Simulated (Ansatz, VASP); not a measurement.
## Two plane-wave programs on Fe

Contents of INCAR:

```
SYSTEM = Fe
ALGO = Fast
EDIFF = 1E-7
ENCUT = 520
GGA = PS
ISIF = 2
ISMEAR = 0
ISPIN = 2
LASPH = .TRUE.
LCHARG = .FALSE.
LMAXMIX = 4
LORBIT = 11
LREAL = .FALSE.
LWAVE = .FALSE.
MAGMOM = 2.32
NBANDS = 14
NELM = 150
PREC = Accurate
SIGMA = 0.1
```

The input KPOINTS:

```
k-points
0
G
  20 20 20
  0 0 0
```

Contents of POSCAR:

```
Fe
1.0
   -1.3347968521      1.3347968521      1.3347968521
    1.3347968521     -1.3347968521      1.3347968521
    1.3347968521      1.3347968521     -1.3347968521
Fe
1
Direct
    0.0000000000      0.0000000000      0.0000000000
```

Input for Ansatz:

```yaml
crystal:
  lattice:
    - [-1.3347968566, 1.3347968566, 1.3347968566]
    - [1.3347968566, -1.3347968566, 1.3347968566]
    - [1.3347968566, 1.3347968566, -1.3347968566]
  atoms:
    - { symbol: Fe, position: [0.0, 0.0, 0.0], spin: 2.32 }
basis:
  ecutwfc: 420
kpoints:
  mp_grid: { grid: [20, 20, 20] }
hamiltonian:
  xc: pbesol
scf:
  occupations: { method: gaussian, width: 0.1 }
output:
  forces: true
  stress: true
  eigenvalues: true
  populations: true
magnetization:
  spin_polarized: true
```

Alike in both runs: task single point; functional PBEsol; k mesh 20 × 20 × 20; occupations gaussian, width 0.1 eV; collinear spin.

```csv
,VASP,Ansatz
version,VASP 6.6.1,Ansatz 0.2.0
potentials or method,"VASP PAW PBE potentials, release 64 (Fe), cutoff 520 eV","scalar-relativistic, plane waves, PAW"
valence electrons in the cell,8,16
```

```tsv
	VASP	Ansatz	Ansatz less VASP
gap on the k mesh at the Fermi level (eV)	none	none	-
net moment per atom (μB)	1.92	1.91	-0.007
size of the moment on the site where the two differ most (μB)	1.88	1.91	+0.033
```

VASP's potentials were made for PBE, not for PBEsol. Site moments also hang on the region over which each program counts them. A gap of «none» marks a metal or a gap that the smearing closes. With one functional, cell and mesh, what is left measures potentials, basis and numerics. VASP's potentials hold 8 valence electrons a cell and Ansatz's 16, so a difference there can come from the potentials and not from the codes.
